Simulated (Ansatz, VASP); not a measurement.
Two plane-wave programs on BiB

Contents of POSCAR:

```
BiB
1.0
    0.0000000000      2.7448744688      2.7448744688
    2.7448744688      0.0000000000      2.7448744688
    2.7448744688      2.7448744688      0.0000000000
B Bi
1 1
Direct
    0.0000000000      0.0000000000      0.0000000000
    0.2500000000      0.2500000000      0.2500000000
```

Contents of INCAR.step1:

```
SYSTEM = BiB
PREC     = Accurate       ! precision mode
ENCUT    = 520            ! plane-wave cutoff, eV
EDIFF    = 1E-5           ! SCF threshold, eV
ISMEAR   = 0              ! smearing method
SIGMA    = 0.01           ! smearing width, eV
LREAL    = .False.        ! projectors in reciprocal space
LASPH    = .True.         ! aspherical terms in the spheres
NELM     = 80             ! most SCF steps
ALGO     = Normal         ! electronic algorithm
ISIF     = 2              ! what is computed and relaxed
LWAVE    = .True.         ! write WAVECAR
LCHARG   = .False.        ! write CHGCAR
NBANDS   = 16             ! bands
GGA      = PE             ! functional
```

File INCAR.step2:

```
SYSTEM = BiB
PREC     = Accurate       ! precision mode
ENCUT    = 520            ! plane-wave cutoff, eV
EDIFF    = 1E-6           ! SCF threshold, eV
ISMEAR   = 0              ! smearing method
SIGMA    = 0.01           ! smearing width, eV
LREAL    = .False.        ! projectors in reciprocal space
LASPH    = .True.         ! aspherical terms in the spheres
NELM     = 80             ! most SCF steps
ALGO     = Normal         ! electronic algorithm
ISIF     = 2              ! what is computed and relaxed
LWAVE    = .False.        ! write WAVECAR
LCHARG   = .False.        ! write CHGCAR
GGA      = PE             ! functional
LHFCALC  = .True.         ! exact exchange
AEXX     = 0.15           ! exact-exchange fraction
HFSCREEN = 0.3            ! screening, 1/A
PRECFOCK = Normal       
NBANDS   = 16             ! bands
ISTART   = 1
```

The input KPOINTS:

```
Automatic mesh
0
Gamma
  4 4 4
  0 0 0
```

Input for Ansatz:

```yaml
crystal:
  lattice:
    - [0.0, 2.7448744688, 2.7448744688]
    - [2.7448744688, 0.0, 2.7448744688]
    - [2.7448744688, 2.7448744688, 0.0]
  atoms:
    - { symbol: B, position: [0.0, 0.0, 0.0] }
    - { symbol: Bi, position: [0.25, 0.25, 0.25] }
kpoints:
  mp_grid: { grid: [4, 4, 4] }
hamiltonian:
  xc: { exchange: pbe, correlation: pbe, exx: { coeff: 0.15, omega: 0.3 } }
scf:
  occupations: { method: fixed }
  n_extra_bands: 4
output:
  forces: true
  stress: true
  eigenvalues: true
```

Alike in both runs: task single point; functional PBE-based screened hybrid; k mesh 4 × 4 × 4; no spin polarisation.

|  | VASP | Ansatz |
| --- | --- | --- |
| version | VASP 6.6.1 | Ansatz 0.2.0 |
| potentials or method | VASP PAW PBE potentials, release 64 (B, Bi_d) | plane waves |
| plane-wave cutoff (eV) | 520 | 420 |
| occupations | gaussian, width 0.01 eV | fixed |
| valence electrons in the cell | 18 | 18 |

Ansatz gave:

```
gap on the k mesh at the Fermi level (eV) : 0.60
pressure (GPa)                            : -0.5
```

Task: Estimate VASP's values.

Result: gap on the k mesh at the Fermi level (eV): 0.59; pressure (GPa): -0.6.

VASP's potentials were made for PBE, not for PBE-based screened hybrid. Ansatz's warnings: stress exchange threshold loose, stress scf threshold loose.

The k mesh is coarse, so the values compare programs but aren't converged. Neither program's run includes spin-orbit coupling.
